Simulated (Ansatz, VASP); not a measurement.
This is a calculation of BaTiO3 for VASP 6.6.1.

File INCAR:

```
SYSTEM = BaTiO3
PREC = Accurate
ENCUT = 520
EDIFF = 1E-7
ISMEAR = -1
SIGMA = 0.05
LREAL = .False.
LASPH = .True.
NELM = 80
ALGO = Normal
ISIF = 2
LWAVE = .False.
LCHARG = .True.
LELF = .True.
LVHAR = .True.
NBANDS = 28
```

The input KPOINTS:

```
Automatic mesh
0
Gamma
  7 7 7
  0 0 0
```

POSCAR

```
BaTiO3
1.0
    3.9041404363      0.0000000000      0.0000000000
    0.0000000000      2.7789878318      2.7870694172
    0.0000000000     -2.7789878318      2.7870694172
Ba Ti O
1 1 3
Direct
    0.0000000000      0.0000000000      0.0000000000
    0.5000000000      0.5124000000      0.5124000000
    0.5000000000      0.9918400000      0.5052400000
    0.5000000000      0.5052400000      0.9918400000
    0.0000000000      0.4874000000      0.4874000000
```

Potentials or basis: VASP PAW LDA potentials, release 64 (Ba_sv, Ti_sv, O).

Command:

```sh
$ cat potpaw_LDA.64/Ba_sv/POTCAR potpaw_LDA.64/Ti_sv/POTCAR potpaw_LDA.64/O/POTCAR > POTCAR
$ mpirun -np 1 vasp_std > vasp.out
```

Problem. Translate it to Ansatz 0.2.0. Potentials there: all-electron LAPW, scalar-relativistic.

Solution. As run (the cutoff follows the program's own potentials):

The input input.yaml:

```yaml
crystal:
  lattice:
    - [3.9041404363, 0.0, 0.0]
    - [0.0, 2.7789878318, 2.7870694172]
    - [0.0, -2.7789878318, 2.7870694172]
  atoms:
    - { symbol: Ba, position: [0.0, 0.0, 0.0] }
    - { symbol: Ti, position: [0.5, 0.5124, 0.5124] }
    - { symbol: O, position: [0.5, 0.99184, 0.50524] }
    - { symbol: O, position: [0.5, 0.50524, 0.99184] }
    - { symbol: O, position: [0.0, 0.4874, 0.4874] }
kpoints:
  mp_grid: { grid: [7, 7, 7] }
scf:
  occupations: { method: fermi_dirac, width: 0.05 }
hamiltonian:
  xc: lda
  pseudopotentials: { kind: all_electron, lapw: { basis_error: 0.002 } }
output:
  forces: true
  stress: true
  eigenvalues: true
```

Potentials or basis: all-electron LAPW, scalar-relativistic.

Launch:

```bash
$ ansatz run input.yaml --threads 4 --pin off --max-ram 12288MiB --backend cpu --events-out ev --progress --plain --runs-dir out
```

Both were run:

|  | VASP | Ansatz | Ansatz less VASP |
| --- | --- | --- | --- |
| gap on the k mesh at the Fermi level (eV) | 1.96 | 2.03 | +0.072 |
| least direct gap on the mesh (eV) | 2.01 | 2.04 | +0.027 |
| pressure (GPa) | 5.0 | 2.4 | -2.54 |
| traceless stress, the component that is largest in VASP (GPa) | -0.43 | -0.44 | -0.007 |
| rms of the force components (eV/Å) | 0.115 | 0.104 | -0.0113 |

LDA's correlation is that of Perdew and Zunger in VASP and of Perdew and Wang (1992) in Ansatz. Atom by atom the forces differ by 0.023 eV/Å (rms over components). Ansatz ran all-electron here, and VASP with PAW potentials.

Spin-orbit coupling is off throughout.
